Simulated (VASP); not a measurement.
Input of a VASP 6.6.1 run:

Contents of INCAR:

```
SYSTEM = Rh
PREC = Accurate ; ENCUT = 500
EDIFF = 1E-6 ; ISMEAR = 1
SIGMA = 0.15 ; LREAL = .FALSE.
LASPH = .TRUE. ; NELM = 120
ALGO = Normal ; ISIF = 2
LWAVE = .FALSE. ; LCHARG = .TRUE.
GGA = PS ; LELF = .TRUE.
LVHAR = .TRUE. ; NBANDS = 38
GGA_COMPAT = .FALSE.
```

Contents of KPOINTS:

```
Automatic mesh
0
G
  9 9 3
  0 0 0
```

File POSCAR:

```
Rh
1.0
    2.6917450000      0.0000000000      0.0000000000
   -1.3458725000      2.3311195505      0.0000000000
    0.0000000000      0.0000000000      8.7980700000
Rh
4
Direct
    0.0000000000      0.0000000000      0.0000000000
    0.0000000000      0.0000000000      0.5000000000
    0.3333333333      0.6666666667      0.2500000000
    0.6666666667      0.3333333333      0.7500000000
```

Potentials or basis: VASP PAW PBE potentials, release 64 (Rh_pv).

The run is started by

```console
$ cat potpaw_PBE.64/Rh_pv/POTCAR > POTCAR
$ mpirun -np 1 vasp_std > vasp.out
```

Task: Estimate the band gap on the k mesh.

Result: Zero (bands 30 and 31 overlap by 1.61 eV).

Task: Predict the pressure.

Result: -5.9 GPa.

Stress tensor (GPa, compression positive):
```
-5.31  0.00  0.00
 0.00 -5.31  0.00
 0.00  0.00 -6.99
```

Caveat: the cell stands under tension; the PAW data sets were made with another functional, which shifts forces and pressure a little.
